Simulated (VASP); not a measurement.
# Ba (Im-3m) in VASP: a series of runs

Runs on Ba. Level: PBEsol. Tasks: single point, relaxation of volume and atoms at fixed shape.

All numbers are computed with VASP 6.6.1; they aren't measurements. Logs are shortened: lines on timing, memory, paths and dates and some standing lists are left out, and cuts for length are marked.

## 1. The cell of the first run

Symmetry: Im-3m, No. 229, cubic system. Conventional cell: a = 4.888 Å, b = 4.888 Å, c = 4.888 Å, α = 90.00°, β = 90.00°, γ = 90.00°. Ba (site symmetry m-3m) has 14 Ba at 4.23 to 4.89 Å within 5.6 Å.

## 2. Single point, PBEsol

INCAR reads:

```
SYSTEM = Ba
PREC     = Accurate       ! precision mode
ENCUT    = 500            ! plane-wave cutoff, eV
EDIFF    = 1E-6           ! SCF threshold, eV
ISMEAR   = 1              ! smearing method
SIGMA    = 0.1            ! smearing width, eV
LREAL    = .False.        ! projectors in reciprocal space
LASPH    = .True.         ! aspherical terms in the spheres
NELM     = 120            ! most SCF steps
ALGO     = Normal         ! electronic algorithm
ISIF     = 2              ! what is computed and relaxed
LWAVE    = .False.        ! write WAVECAR
LCHARG   = .False.        ! write CHGCAR
GGA      = PS             ! functional
NBANDS   = 11             ! bands
GGA_COMPAT= .False.
```

KPOINTS reads:

```
regular mesh
0
Gamma
  7 7 7
  0 0 0
```

POSCAR reads:

```
Ba
1.0
   -2.4442395052      2.4442395052      2.4442395052
    2.4442395052     -2.4442395052      2.4442395052
    2.4442395052      2.4442395052     -2.4442395052
Ba
1
Direct
    0.0000000000      0.0000000000      0.0000000000
```

Potentials or basis: VASP PAW PBE potentials, release 64 (Ba_sv).

On the command line:

```
$ cat potpaw_PBE.64/Ba_sv/POTCAR > POTCAR
$ mpirun -np 1 vasp_std > vasp.out
```

OUTCAR:

```text
SYSTEM = Ba
   PREC = Accurate
   ENCUT = 500
   EDIFF = 1E-6
   ISMEAR = 1
   LREAL = .False.
   LASPH = .True.
   NELM = 120
   ISIF = 2
   GGA = PS

 ion  position               nearest neighbor table
   1  0.000  0.000  0.000-

  LATTYP: Found a body centered cubic cell.
 ALAT       =     4.8884790104

  Lattice vectors:

 A1 = (  -2.4442395052,   2.4442395052,   2.4442395052)
 A2 = (   2.4442395052,  -2.4442395052,   2.4442395052)
 A3 = (   2.4442395052,   2.4442395052,  -2.4442395052)

Analysis of symmetry for initial positions (statically):
=====================================================================
 Subroutine PRICEL returns:
 Original cell was already a primitive cell.

 Routine SETGRP: Setting up the symmetry group for a
 body centered cubic supercell.

 Subroutine GETGRP returns: Found 48 space group operations
 (whereof 48 operations were pure point group operations)
 out of a pool of 48 trial point group operations.

The static configuration has the point symmetry O_h .

Analysis of symmetry for dynamics (positions and initial velocities):
=====================================================================
 Subroutine PRICEL returns:
 Original cell was already a primitive cell.

 Routine SETGRP: Setting up the symmetry group for a
 body centered cubic supercell.

 Subroutine GETGRP returns: Found 48 space group operations
 (whereof 48 operations were pure point group operations)
 out of a pool of 48 trial point group operations.

The dynamic configuration has the point symmetry O_h .

 Subroutine INISYM returns: Found 48 space group operations
 (whereof 48 operations are pure point group operations),
 and found     1 'primitive' translations

----------------------------------------------------------------------------------------

                                     Primitive cell

  volume of cell :      58.4105

  direct lattice vectors                    reciprocal lattice vectors
    -2.444239505  2.444239505  2.444239505     0.000000000  0.204562605  0.204562605
     2.444239505 -2.444239505  2.444239505     0.204562605  0.000000000  0.204562605
     2.444239505  2.444239505 -2.444239505     0.204562605  0.204562605  0.000000000

  length of vectors
     4.233547009  4.233547009  4.233547009     0.289295210  0.289295210  0.289295210

[... 76 lines left out ...]
   NSW    =      0    number of steps for IOM
   IBRION =     -1    ionic relax: 0-MD 1-quasi-New 2-CG
   NFREE  =      0    steps in history (QN), initial steepest desc. (CG)
   ISIF   =      2    stress and relaxation
   ISYM   =      2    0-nonsym 1-usesym 2-fastsym
   POTIM  = 0.5000    time-step for ionic-motion
   TEBEG  =    0.0;   TEEND  =   0.0 temperature during run
   PSTRESS=    0.0 pullay stress
   NELECT =      10.0000    total number of electrons
   NUPDOWN=      -1.0000    fix difference up-down
   EMIN   =  10.00;   EMAX   =-10.00  energy-range for DOS
   EFERMI =   0.00;   METHOD = LEGACY
   ISMEAR =     1;   SIGMA  =   0.10  broadening in eV -4-tet -1-fermi 0-gaus
   EFERMI_NEDOS =   21; number of points for ismear=-14 and -15
   IALGO  =     38    algorithm
   IMIX   =      4    mixing-type and parameters
     AMIX     =   0.40;   BMIX     =  1.00
     AMIX_MAG =   1.60;   BMIX_MAG =  1.00
  volume/ion in A,a.u.               =      58.41       394.17
  Fermi-wavevector in a.u.,A,eV,Ry     =   0.909029  1.717816 11.242953  0.826334
  Thomas-Fermi vector in A             =   2.033025
   LORBIT       =      0    0 simple, 1 ext, 2 COOP (PROOUT), +10 PAW based schemes
   GGA     = PS    functional components
   LHFCALC =     F    Hartree Fock is set to
   AEXX    =    0.0000 exact exchange contribution
   IVDW    =     0    specifies the selected vdW correction
   LEPSILON=     F    determine dielectric tensor
   LRPA    =     F    only Hartree local field effects (RPA)
 non-spin polarized calculation
 Methfessel and Paxton  Order N= 1 SIGMA  =   0.10
  energy-cutoff  :      500.00
  volume of cell :       58.41
 maximum number of plane-waves:      1502
   NGX = 15   NGY = 15   NGZ = 15

 number of electron      10.0000001 magnetization

 Free energy of the ion-electron system (eV)
  ---------------------------------------------------
  ext. energy  EPLUGINS =         0.00000000
  ---------------------------------------------------
  free energy    TOTEN  =        -2.13913934 eV

  energy without entropy =       -2.13767605  energy(sigma->0) =       -2.13865157

 E-fermi :   1.7077     XC(G=0):  -7.7571

 val. band max:        1.6714782117   @ k =   0.2857   0.2857   0.0000
 cond. band min:       1.7625790239   @ k =  -0.4286   0.4286   0.2857
 fundamental gap:      0.0911008122
 Fermi energy:         1.7077265371

 k-point     1 :       0.0000    0.0000    0.0000
  band No.  band energies     occupation
      1     -26.9411      2.00000
      2     -11.8227      2.00000
      3     -11.8227      2.00000
      4     -11.8227      2.00000
      5      -1.0147      2.00000
      6       3.6831     -0.00000
      7       3.6831     -0.00000
      8       3.6831     -0.00000
      9       5.2286      0.00000
     10       5.2286      0.00000
     11       8.9470      0.00000
[... 253 lines left out ...]
 k-point    20 :      -0.4286    0.4286    0.4286
  band No.  band energies     occupation
      1     -26.8402      2.00000
      2     -12.2315      2.00000
      3     -12.2093      2.00000
      4     -12.2093      2.00000
      5       1.2563      2.00000
      6       1.2874      2.00000
      7       5.4957      0.00000
      8       5.4957      0.00000
      9       5.9910      0.00000
     10       6.6095      0.00000
     11       8.1418      0.00000

------------------------ aborting loop because EDIFF is reached ----------------------------------------

  FORCE on cell =-STRESS in cart. coord.  units (eV):
  Direction    XX          YY          ZZ          XY          YZ          ZX
  --------------------------------------------------------------------------------------
  -------------------------------------------------------------------------------------
  Total        0.0526724      0.0526724      0.0526724      0.0000000      0.0000000     -0.0000000
  in kB        1.4447837      1.4447837      1.4447837      0.0000000      0.0000000     -0.0000000
  external PRESSURE =       1.4447837 kB  Pullay stress =       0.0000000 kB

 VOLUME and BASIS-vectors are now :
 -----------------------------------------------------------------------------
  energy-cutoff  :      500.00
  volume of cell :       58.41
      direct lattice vectors                 reciprocal lattice vectors
    -2.444239505  2.444239505  2.444239505     0.000000000  0.204562605  0.204562605
     2.444239505 -2.444239505  2.444239505     0.204562605  0.000000000  0.204562605
     2.444239505  2.444239505 -2.444239505     0.204562605  0.204562605  0.000000000

 POSITION                                       TOTAL-FORCE (eV/Angst)
 -----------------------------------------------------------------------------------
      0.00000      0.00000      0.00000        -0.000000     -0.000000      0.000000
 -----------------------------------------------------------------------------------
    total drift:                                0.000000      0.000000     -0.000000

  FREE ENERGIE OF THE ION-ELECTRON SYSTEM (eV)
  ---------------------------------------------------
  free  energy   TOTEN  =        -2.1391393359 eV

  energy  without entropy=       -2.1376760522  energy(sigma->0) =       -2.13865157
```

OSZICAR:

```text
N       E                     dE             d eps       ncg     rms          rms(c)
DAV:   1     0.495291565772E+02    0.49529E+02   -0.41630E+03   440   0.720E+02
DAV:   2     0.214766247868E+00   -0.49314E+02   -0.47997E+02   522   0.133E+02
DAV:   3    -0.208178991678E+01   -0.22966E+01   -0.22855E+01   563   0.291E+01
DAV:   4    -0.214023930419E+01   -0.58449E-01   -0.58355E-01   536   0.470E+00
DAV:   5    -0.214271703410E+01   -0.24777E-02   -0.24775E-02   616   0.771E-01    0.173E+00
DAV:   6    -0.214036854636E+01    0.23485E-02   -0.38227E-03   560   0.544E-01    0.102E+00
DAV:   7    -0.213905636290E+01    0.13122E-02   -0.60603E-03   617   0.709E-01    0.451E-02
DAV:   8    -0.213913587588E+01   -0.79513E-04   -0.13421E-04   564   0.742E-02    0.112E-02
DAV:   9    -0.213913947869E+01   -0.36028E-05   -0.48609E-06   532   0.152E-02    0.213E-03
DAV:  10    -0.213913933585E+01    0.14284E-06   -0.19979E-07   325   0.313E-03
   1 F= -.21391393E+01 E0= -.21386516E+01  d E =-.146328E-02
```

Wall time 6.2 s (1 thread of Intel Xeon 6975P-C (Granite Rapids), shared host); peak memory 0.16 GiB.

What came out:

```yaml
Free_energy: -2.1391 eV
Pressure: 0.1 GPa
Band_gap_on_the_k_mesh: zero (band 5 reaches 2.07 eV, above the bottom of band 6 at 1.29 eV)
```

Caveat: the PAW data sets were made with another functional, which shifts forces and pressure a little; spin-orbit coupling is left out, which moves the levels of the heavy elements.

## 3. Relaxation of volume and atoms at fixed shape, PBEsol

This run uses another cell than the first one, of 62.99 Å³/atom, 1.078 times its volume.

INCAR reads:

```
SYSTEM = Ba
ALGO = Normal
EDIFF = 1E-7
EDIFFG = -0.01
ENCUT = 500
GGA = PS
GGA_COMPAT = .False.
IBRION = 2
ISIF = 8
ISMEAR = 1
LASPH = .True.
LCHARG = .False.
LREAL = .False.
LWAVE = .False.
NELM = 120
NELMIN = 4
NSW = 80
PREC = Accurate
SIGMA = 0.1
```

KPOINTS reads:

```
k-points
0
Gamma
  7 7 7
  0 0 0
```

POSCAR reads:

```
Ba
1.0
   -2.5065000000      2.5065000000      2.5065000000
    2.5065000000     -2.5065000000      2.5065000000
    2.5065000000      2.5065000000     -2.5065000000
Ba
1
Direct
    0.0000000000      0.0000000000      0.0000000000
```

Potentials or basis: VASP PAW PBE potentials, release 64 (Ba_sv).

On the command line:

```
$ cat potpaw_PBE.64/Ba_sv/POTCAR > POTCAR
$ mpirun -np 1 vasp_std > vasp.out
```

Wall time 16 s (1 thread of Intel Xeon 6975P-C (Granite Rapids), shared host); peak memory 0.17 GiB.

It converged, with:

```yaml
Free_energy: -2.1396 eV
Relaxed_volume: 59.37 Å³/atom
Relaxed_cell: a = 4.257 Å, b = 4.257 Å, c = 4.257 Å, α = 109.47°, β = 109.47°, γ = 109.47°
Space_group_after_relaxing_to_0.05_Å: Im-3m (No. 229)
Energy_gained_by_relaxing: 6.0 meV/atom
Ionic_steps: 3
Pressure_after_relaxing: 0.0 GPa
Band_gap_on_the_k_mesh: zero (band 5 reaches 2.00 eV, above the bottom of band 6 at 1.25 eV)
```

Step by step:
| step | energy change (eV) | largest force (eV/Å) | pressure (GPa) | volume (Å³) |
| --- | --- | --- | --- | --- |
| 1 | 0.0000 | 0.0000 | -0.51 | 62.99 |
| 2 | -0.0044 | 0.0000 | -0.27 | 61.19 |
| 3 | -0.0060 | 0.0000 | -0.01 | 59.37 |

Final structure:
```yaml
crystal:
  lattice:
    - [-2.45761, 2.45761, 2.45761]
    - [2.45761, -2.45761, 2.45761]
    - [2.45761, 2.45761, -2.45761]
  atoms:
    - { symbol: Ba, position: [0.00000, 0.00000, 0.00000] }
```

Levels at points of the mesh, in eV from the Fermi level:
| k point | band 2 | band 3 | band 4 | band 5 | band 6 | band 7 | band 8 | band 9 |
| --- | --- | --- | --- | --- | --- | --- | --- | --- |
| (0.00, 0.00, 0.00) | -13.57 | -13.57 | -13.57 | -2.72 | 1.96 | 1.96 | 1.96 | 3.48 |

Caveat: the PAW data sets were made with another functional, which shifts forces and pressure a little; spin-orbit coupling is left out, which moves the levels of the heavy elements.
